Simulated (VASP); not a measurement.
# ZnS (P6_3mc) in VASP: further runs

ZnS is run at these levels: LDA; tasks: relaxation of the atoms.

All numbers are computed with VASP 6.6.1; they aren't measurements. Logs are shortened: lines on timing, memory, paths and dates and some standing lists are left out, and cuts for length are marked.

## 1. The cell of the first run

The structure is hexagonal, space group P6_3mc (No. 186). Conventional cell: a = 3.720 Å, b = 3.720 Å, c = 6.112 Å, α = 90.00°, β = 90.00°, γ = 120.00°. Within 3.0 Å of Zn (site symmetry 3m) lie 4 S at 2.28 Å. Within 3.0 Å of S (site symmetry 3m) lie 4 Zn at 2.28 Å.

## 2. Relaxation of the atoms, LDA

INCAR reads:

```
ALGO = Normal
EDIFF = 1E-6
EDIFFG = -0.002
ENCUT = 520
IBRION = 2
ISIF = 2
ISMEAR = 0
LASPH = True
LCHARG = False
LREAL = False
LWAVE = False
NELM = 80
NSW = 50
PREC = Accurate
SIGMA = 0.01
```

KPOINTS reads:

```
k-points
0
Gamma
  6 6 4
```

POSCAR reads:

```
ZnS
1.0
    3.7195412837      0.0000000000      0.0000000000
   -1.8597706418      3.2212172421      0.0000000000
    0.0000000000      0.0000000000      6.1122827871
Zn S
2 2
Direct
    0.3333333333      0.6666666667      0.0055913282
    0.6666666667      0.3333333333      0.5055913282
    0.3333333333      0.6666666667      0.3794086718
    0.6666666667      0.3333333333      0.8794086718
```

Potentials or basis: VASP PAW LDA potentials, release 64 (Zn, S).

Launch:

```console
$ cat potpaw_LDA.64/Zn/POTCAR potpaw_LDA.64/S/POTCAR > POTCAR
$ mpirun -np 1 vasp_std > vasp.out
```

OUTCAR:

```text
EDIFF = 1E-6
   EDIFFG = -0.002
   ENCUT = 520
   IBRION = 2
   ISIF = 2
   ISMEAR = 0
   LASPH = True
   LREAL = False
   NELM = 80
   NSW = 50
   PREC = Accurate

 ion  position               nearest neighbor table
   1  0.333  0.667  0.006-   4 2.28   4 2.28   4 2.28   3 2.28
   2  0.667  0.333  0.506-   3 2.28   3 2.28   3 2.28   4 2.28
   3  0.333  0.667  0.379-   2 2.28   2 2.28   2 2.28   1 2.28
   4  0.667  0.333  0.879-   1 2.28   1 2.28   1 2.28   2 2.28

  LATTYP: Found a hexagonal cell.
 ALAT       =     3.7195412837
 C/A-ratio  =     1.6432894061

  Lattice vectors:

 A1 = (   3.7195412837,   0.0000000000,   0.0000000000)
 A2 = (  -1.8597706418,   3.2212172421,   0.0000000000)
 A3 = (   0.0000000000,   0.0000000000,   6.1122827871)

Analysis of symmetry for initial positions (statically):
=====================================================================
 Subroutine PRICEL returns:
 Original cell was already a primitive cell.

 Routine SETGRP: Setting up the symmetry group for a
 hexagonal supercell.

 Subroutine GETGRP returns: Found 12 space group operations
 (whereof  6 operations were pure point group operations)
 out of a pool of 24 trial point group operations.

The static configuration has the point symmetry C_3v.
 The point group associated with its full space group is C_6v.

Analysis of symmetry for dynamics (positions and initial velocities):
=====================================================================
 Subroutine PRICEL returns:
 Original cell was already a primitive cell.

 Routine SETGRP: Setting up the symmetry group for a
 hexagonal supercell.

 Subroutine GETGRP returns: Found 12 space group operations
 (whereof  6 operations were pure point group operations)
 out of a pool of 24 trial point group operations.

The dynamic configuration has the point symmetry C_3v.
 The point group associated with its full space group is C_6v.

 Subroutine INISYM returns: Found 12 space group operations
 (whereof  6 operations are pure point group operations),
 and found     1 'primitive' translations

----------------------------------------------------------------------------------------

                                     Primitive cell

  volume of cell :      73.2340

  direct lattice vectors                    reciprocal lattice vectors
     3.719541284  0.000000000  0.000000000     0.268850356  0.155220826  0.000000000
    -1.859770642  3.221217242  0.000000000     0.000000000  0.310441651  0.000000000
     0.000000000  0.000000000  6.112282787     0.000000000  0.000000000  0.163604996

  length of vectors
     3.719541284  3.719541284  6.112282787     0.310441651  0.310441651  0.163604996

  position of ions in fractional coordinates (direct lattice)
     0.333333333  0.666666667  0.005591328
     0.666666667  0.333333333  0.505591328
     0.333333333  0.666666667  0.379408672
     0.666666667  0.333333333  0.879408672

  ion indices of the primitive-cell ions
   primitive index   ion index
                 1           1
                 2           2
                 3           3
                 4           4

----------------------------------------------------------------------------------------

 KPOINTS: k-points

Automatic generation of k-mesh.
 Grid dimensions read from file:
 generate k-points for:    6    6    4

 Generating k-lattice:

  Cartesian coordinates                     Fractional coordinates (reciprocal lattice)
     0.044808393  0.025870138  0.000000000     0.166666667  0.000000000  0.000000000
     0.000000000  0.051740275  0.000000000     0.000000000  0.166666667  0.000000000
     0.000000000  0.000000000  0.040901249     0.000000000  0.000000000  0.250000000

  Length of vectors
     0.051740275  0.051740275  0.040901249
[... 57 lines left out ...]
   ISYM   =      2    0-nonsym 1-usesym 2-fastsym
   POTIM  = 0.5000    time-step for ionic-motion
   TEBEG  =    0.0;   TEEND  =   0.0 temperature during run
   PSTRESS=    0.0 pullay stress
   NELECT =      36.0000    total number of electrons
   NUPDOWN=      -1.0000    fix difference up-down
   EMIN   =  10.00;   EMAX   =-10.00  energy-range for DOS
   EFERMI =   0.00;   METHOD = LEGACY
   ISMEAR =     0;   SIGMA  =   0.01  broadening in eV -4-tet -1-fermi 0-gaus
   EFERMI_NEDOS =   21; number of points for ismear=-14 and -15
   IALGO  =     38    algorithm
   IMIX   =      4    mixing-type and parameters
     AMIX     =   0.40;   BMIX     =  1.00
     AMIX_MAG =   1.60;   BMIX_MAG =  1.00
  volume/ion in A,a.u.               =      18.31       123.55
  Fermi-wavevector in a.u.,A,eV,Ry     =   1.292026  2.441576 22.712643  1.669332
  Thomas-Fermi vector in A             =   2.423760
   LORBIT       =      0    0 simple, 1 ext, 2 COOP (PROOUT), +10 PAW based schemes
   GGA     = CA    functional components
   LHFCALC =     F    Hartree Fock is set to
   AEXX    =    0.0000 exact exchange contribution
   IVDW    =     0    specifies the selected vdW correction
   LEPSILON=     F    determine dielectric tensor
   LRPA    =     F    only Hartree local field effects (RPA)
 conjugate gradient relaxation of ions
 non-spin polarized calculation
 Gauss-broadening in eV      SIGMA  =   0.01
  energy-cutoff  :      520.00
  volume of cell :       73.23
 maximum number of plane-waves:      1996
 NGX is ok and might be reduce to    28
   NGX = 13   NGY = 13   NGZ = 23

--------------------------------------- Ionic step        1  -------------------------------------------

 number of electron      36.0000014 magnetization

 Free energy of the ion-electron system (eV)
  ---------------------------------------------------
  ext. energy  EPLUGINS =         0.00000000
  ---------------------------------------------------
  free energy    TOTEN  =       -16.39197700 eV

  energy without entropy =      -16.39197700  energy(sigma->0) =      -16.39197700

------------------------ aborting loop because EDIFF is reached ----------------------------------------

  FORCE on cell =-STRESS in cart. coord.  units (eV):
  Direction    XX          YY          ZZ          XY          YZ          ZX
  --------------------------------------------------------------------------------------
  -------------------------------------------------------------------------------------
  Total        0.7421864      0.7421864      0.7396799      0.0000000      0.0000000      0.0000000
  in kB       16.2371845     16.2371845     16.1823488      0.0000000      0.0000000      0.0000000
  external PRESSURE =      16.2189059 kB  Pullay stress =       0.0000000 kB

 VOLUME and BASIS-vectors are now :
 -----------------------------------------------------------------------------
  energy-cutoff  :      520.00
  volume of cell :       73.23
      direct lattice vectors                 reciprocal lattice vectors
     3.719541284  0.000000000  0.000000000     0.268850356  0.155220826  0.000000000
    -1.859770642  3.221217242  0.000000000     0.000000000  0.310441651  0.000000000
     0.000000000  0.000000000  6.112282787     0.000000000  0.000000000  0.163604996

 POSITION                                       TOTAL-FORCE (eV/Angst)
 -----------------------------------------------------------------------------------
     -0.00000      2.14748      0.03418        -0.000000     -0.000000      0.005908
      1.85977      1.07374      3.09032        -0.000000     -0.000000      0.005908
     -0.00000      2.14748      2.31905        -0.000000     -0.000000     -0.005908
      1.85977      1.07374      5.37519         0.000000      0.000000     -0.005908
 -----------------------------------------------------------------------------------
    total drift:                               -0.000001     -0.000001      0.000517

  FREE ENERGIE OF THE ION-ELECTRON SYSTEM (eV)
  ---------------------------------------------------
  free  energy   TOTEN  =       -16.3919770009 eV

  energy  without entropy=      -16.3919770009  energy(sigma->0) =      -16.39197700

--------------------------------------- Ionic step        2  -------------------------------------------

 number of electron      36.0000014 magnetization

 Free energy of the ion-electron system (eV)
  ---------------------------------------------------
  ext. energy  EPLUGINS =         0.00000000
  ---------------------------------------------------
  free energy    TOTEN  =       -16.39198178 eV

  energy without entropy =      -16.39198178  energy(sigma->0) =      -16.39198178

 E-fermi :   2.7950     XC(G=0): -10.3785

 val. band max:        2.6874947090   @ k =   0.0000   0.0000   0.0000
 cond. band min:       4.9835883377   @ k =   0.0000   0.0000   0.0000
 fundamental gap:      2.2960936287
 Fermi energy:         2.7950207646

 k-point     1 :       0.0000    0.0000    0.0000
  band No.  band energies     occupation
      1     -11.0043      2.00000
      2      -9.9062      2.00000
      3      -4.1548      2.00000
      4      -4.1327      2.00000
      5      -4.1327      2.00000
      6      -4.0409      2.00000
[... 514 lines left out ...]
     21       8.7838      0.00000
     22       8.7838      0.00000

------------------------ aborting loop because EDIFF is reached ----------------------------------------

  FORCE on cell =-STRESS in cart. coord.  units (eV):
  Direction    XX          YY          ZZ          XY          YZ          ZX
  --------------------------------------------------------------------------------------
  -------------------------------------------------------------------------------------
  Total        0.7392961      0.7392961      0.7472687      0.0000000      0.0000000      0.0000000
  in kB       16.1739520     16.1739520     16.3483735      0.0000000      0.0000000      0.0000000
  external PRESSURE =      16.2320925 kB  Pullay stress =       0.0000000 kB

 VOLUME and BASIS-vectors are now :
 -----------------------------------------------------------------------------
  energy-cutoff  :      520.00
  volume of cell :       73.23
      direct lattice vectors                 reciprocal lattice vectors
     3.719541284  0.000000000  0.000000000     0.268850356  0.155220826  0.000000000
    -1.859770642  3.221217242  0.000000000     0.000000000  0.310441651  0.000000000
     0.000000000  0.000000000  6.112282787     0.000000000  0.000000000  0.163604996

 POSITION                                       TOTAL-FORCE (eV/Angst)
 -----------------------------------------------------------------------------------
     -0.00000      2.14748      0.03446        -0.000000      0.000000      0.001996
      1.85977      1.07374      3.09060         0.000000     -0.000000      0.001996
     -0.00000      2.14748      2.31877         0.000000      0.000000     -0.001996
      1.85977      1.07374      5.37491         0.000000      0.000000     -0.001996
 -----------------------------------------------------------------------------------
    total drift:                               -0.000001     -0.000001     -0.000017

  FREE ENERGIE OF THE ION-ELECTRON SYSTEM (eV)
  ---------------------------------------------------
  free  energy   TOTEN  =       -16.3919817805 eV

  energy  without entropy=      -16.3919817805  energy(sigma->0) =      -16.39198178

 reached required accuracy - stopping structural energy minimisation
```

It took 21 s on 1 thread of Oxide Virtual Turin-like, shared host; peak memory 0.14 GiB.

Results:

| Quantity | Value |
| --- | --- |
| Free energy | -16.3920 eV |
| Energy gained by relaxing | 0.0 meV/atom |
| Ionic steps | 2 |
| Pressure after relaxing | 1.6 GPa |
| Band gap on the k mesh | 2.30 eV |

Final structure:
```
Zn S
1.0
     3.71954    0.00000    0.00000
    -1.85977    3.22122    0.00000
     0.00000    0.00000    6.11228
Zn S
2 2
Direct
  0.33333 0.66667 0.00564
  0.66667 0.33333 0.50564
  0.33333 0.66667 0.37936
  0.66667 0.33333 0.87936
```

## 3. Relaxation of the atoms, LDA (z stretched by -0.5 %, x and y held)

INCAR reads:

```
  ALGO = Normal
  EDIFF = 1E-6
  EDIFFG = -0.002
  ENCUT = 520
  GGA = CA
  IBRION = 2
  ISIF = 2
  ISMEAR = 0
  LASPH = T
  LCHARG = F
  LREAL = F
  LWAVE = F
  NELM = 60
  NSW = 50
  PREC = Accurate
  SIGMA = 0.01
```

KPOINTS is that of step 2.

Changes to POSCAR since step 2:

```diff
@@ -2,4 +2,4 @@
 1.0
-    3.7195412837      0.0000000000      0.0000000000
-   -1.8597706418      3.2212172421      0.0000000000
+    3.7382324459      0.0000000000      0.0000000000
+   -1.8691162230      3.2374042634      0.0000000000
     0.0000000000      0.0000000000      6.1122827871
```

Potentials or basis: VASP PAW LDA potentials, release 64 (Zn, S).

Launch:

```console
$ cat potpaw_LDA.64/Zn/POTCAR potpaw_LDA.64/S/POTCAR > POTCAR
$ mpirun -np 1 vasp_std > vasp.out
```

OUTCAR:

```text
EDIFF = 1E-6
   EDIFFG = -0.002
   ENCUT = 520
   GGA = CA
   IBRION = 2
   ISIF = 2
   ISMEAR = 0
   LASPH = T
   LREAL = F
   NELM = 60
   NSW = 50
   PREC = Accurate

 ion  position               nearest neighbor table
   1  0.333  0.667  0.006-   3 2.28   4 2.29   4 2.29   4 2.29
   2  0.667  0.333  0.506-   4 2.28   3 2.29   3 2.29   3 2.29
   3  0.333  0.667  0.379-   1 2.28   2 2.29   2 2.29   2 2.29
   4  0.667  0.333  0.879-   2 2.28   1 2.29   1 2.29   1 2.29

  LATTYP: Found a hexagonal cell.
 ALAT       =     3.7382324459
 C/A-ratio  =     1.6350729591

  Lattice vectors:

 A1 = (   3.7382324459,   0.0000000000,   0.0000000000)
 A2 = (  -1.8691162230,   3.2374042634,   0.0000000000)
 A3 = (   0.0000000000,   0.0000000000,   6.1122827871)
[... 185 lines left out ...]
  --------------------------------------------------------------------------------------
  -------------------------------------------------------------------------------------
  Total        0.2038891      0.2038891      0.5906601     -0.0000000      0.0000000      0.0000000
  in kB        4.4160902      4.4160902     12.7932698     -0.0000000      0.0000000      0.0000000
  external PRESSURE =       7.2084834 kB  Pullay stress =       0.0000000 kB
[... 63 lines left out ...]
--------------------------------------- Ionic step        3  -------------------------------------------

 number of electron      36.0000009 magnetization

 Free energy of the ion-electron system (eV)
  ---------------------------------------------------
  ext. energy  EPLUGINS =         0.00000000
  ---------------------------------------------------
  free energy    TOTEN  =       -16.39710363 eV

  energy without entropy =      -16.39710363  energy(sigma->0) =      -16.39710363

 E-fermi :   2.6298     XC(G=0): -10.3312

 val. band max:        2.5753939511   @ k =   0.0000   0.0000   0.0000
 cond. band min:       4.8397748807   @ k =   0.0000   0.0000   0.0000
 fundamental gap:      2.2643809296
 Fermi energy:         2.6297753266

 k-point     1 :       0.0000    0.0000    0.0000
  band No.  band energies     occupation
      1     -11.0299      2.00000
      2      -9.9416      2.00000
      3      -4.2057      2.00000
      4      -4.1891      2.00000
      5      -4.1891      2.00000
      6      -4.0994      2.00000
[... 545 lines left out ...]
  FREE ENERGIE OF THE ION-ELECTRON SYSTEM (eV)
  ---------------------------------------------------
  free  energy   TOTEN  =       -16.3971036311 eV

  energy  without entropy=      -16.3971036311  energy(sigma->0) =      -16.39710363

 reached required accuracy - stopping structural energy minimisation
```

CONTCAR:

```text
ZnS
   1.00000000000000
     3.7382324459000000    0.0000000000000000    0.0000000000000000
    -1.8691162230000000    3.2374042634000002    0.0000000000000000
     0.0000000000000000    0.0000000000000000    6.1122827870999998
  Zn              S
     2     2
Direct
     0.3333333332999970    0.6666666667000030    0.0051500008186666
     0.6666666667000030    0.3333333332999970    0.5051500008186667
     0.3333333332999970    0.6666666667000030    0.3798499991813314
     0.6666666667000030    0.3333333332999970    0.8798499991813313

  0.00000000E+00  0.00000000E+00  0.00000000E+00
  0.00000000E+00  0.00000000E+00  0.00000000E+00
  0.00000000E+00  0.00000000E+00  0.00000000E+00
  0.00000000E+00  0.00000000E+00  0.00000000E+00
```

Wall time 28 s (1 thread of Oxide Virtual Turin-like, shared host); peak memory 0.14 GiB.

What came out:

* Free energy: -16.3971 eV
* Energy gained by relaxing: 0.1 meV/atom
* Ionic steps: 3
* Pressure after relaxing: 0.7 GPa
* Band gap on the k mesh: 2.26 eV

Stress tensor (GPa, compression positive):
```
0.54 0.00 0.00
0.00 0.54 0.00
0.00 0.00 1.10
```

Step by step:
```
step  energy change (eV)  largest force (eV/Å)  pressure (GPa)
   1              0.0000                0.0382            0.72
   2             -0.0002                0.0121            0.73
   3             -0.0002                0.0005            0.73
```

Final structure:
```xyz
4
Lattice="3.7382 0.0000 0.0000 -1.8691 3.2374 0.0000 0.0000 0.0000 6.1123" Properties=species:S:1:pos:R:3 pbc="T T T"
Zn    0.0000    2.1583    0.0315
Zn    1.8691    1.0791    3.0876
S     0.0000    2.1583    2.3218
S     1.8691    1.0791    5.3779
```

Levels at points of the mesh, in eV from the valence-band top:
| k point | band 14 | band 15 | band 16 | band 17 | band 18 | band 19 | band 20 | band 21 | band 22 |
| --- | --- | --- | --- | --- | --- | --- | --- | --- | --- |
| (0.00, 0.00, 0.00) | -1.01 | -1.01 | -0.08 | 0.00 | 0.00 | 2.26 | 2.99 | 6.10 | 6.10 |
| (0.50, 0.00, 0.00) | -4.44 | -3.63 | -2.50 | -1.91 | -0.99 | 3.39 | 4.25 | 4.91 | 6.74 |
| (0.00, 0.00, 0.50) | -3.07 | -0.53 | -0.53 | -0.53 | -0.53 | 3.52 | 3.52 | 6.59 | 6.59 |
| (0.50, 0.00, 0.50) | -5.26 | -1.81 | -1.81 | -1.80 | -1.80 | 3.36 | 3.36 | 5.03 | 5.03 |

Caveat: the cell differs from its parent crystal (z stretched by -0.5 %, x and y held).
